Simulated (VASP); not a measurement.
Set up this calculation in VASP 6.6.1, as the native input.

```
Task                   : single point
Functional             : PBE
Potentials or basis    : VASP PAW PBE potentials, release 64 (Mg, Se)
Cutoff                 : 600 eV
k mesh                 : 4 × 4 × 3
Occupations            : gaussian, width 0.2 eV
Spin                   : no spin polarisation
Dipole correction      : no
Further INCAR settings : ALGO = Normal; EDIFF = 1e-06; NBANDS = 15
```

The structure of Mg4Se lies in POSCAR:

```
Mg4Se
1.0
    5.7900429205      0.0000000000      0.0000000000
   -2.8950214603      5.0143242582      0.0000000000
    0.0000000000      0.0000000000      5.2875884104
Mg Se
4 1
Direct
    0.6666666667      0.3333333333      0.8841455111
    0.8352114726      0.1647885274      0.3837964039
    0.8352114726      0.6704229451      0.3837964039
    0.3295770549      0.1647885274      0.3837964039
    0.3333333333      0.6666666667      0.3756768771
```

The cell was built from a structure type or drawn by symmetry, and may not be a known phase.

The input as run:

INCAR

```
SYSTEM = Mg4Se
PREC     = Accurate       ! precision mode
ENCUT    = 600            ! plane-wave cutoff, eV
EDIFF    = 1E-6           ! SCF threshold, eV
ISMEAR   = 0              ! smearing method
SIGMA    = 0.2            ! smearing width, eV
LREAL    = .False.        ! projectors in reciprocal space
LASPH    = .True.         ! aspherical terms in the spheres
NELM     = 120            ! most SCF steps
ALGO     = Normal         ! electronic algorithm
ISIF     = 2              ! what is computed and relaxed
LWAVE    = .False.        ! write WAVECAR
LCHARG   = .False.        ! write CHGCAR
GGA      = PE             ! functional
NBANDS   = 15             ! bands
GGA_COMPAT= .False.
```

KPOINTS

```
Automatic mesh
0
Gamma
  4 4 3
  0 0 0
```

Potentials or basis: VASP PAW PBE potentials, release 64 (Mg, Se).

Command:

```console
$ cat potpaw_PBE.64/Mg/POTCAR potpaw_PBE.64/Se/POTCAR > POTCAR
$ mpirun -np 1 vasp_std > vasp.out
```

It gave:

- Pressure: 0.0 GPa
- Largest force: 0.006 eV/Å
- Band gap on the k mesh: zero (bands 7 and 8 overlap by 0.50 eV)

Caveat: the k points lie up to 0.40 Å⁻¹ apart; semilocal functionals underestimate gaps, so a narrow gap can read as zero.

Run time: 32 s on 1 thread of Intel(R) Xeon(R) Platinum 8488C (Sapphire Rapids), on a shared host, peak memory 0.29 GiB.
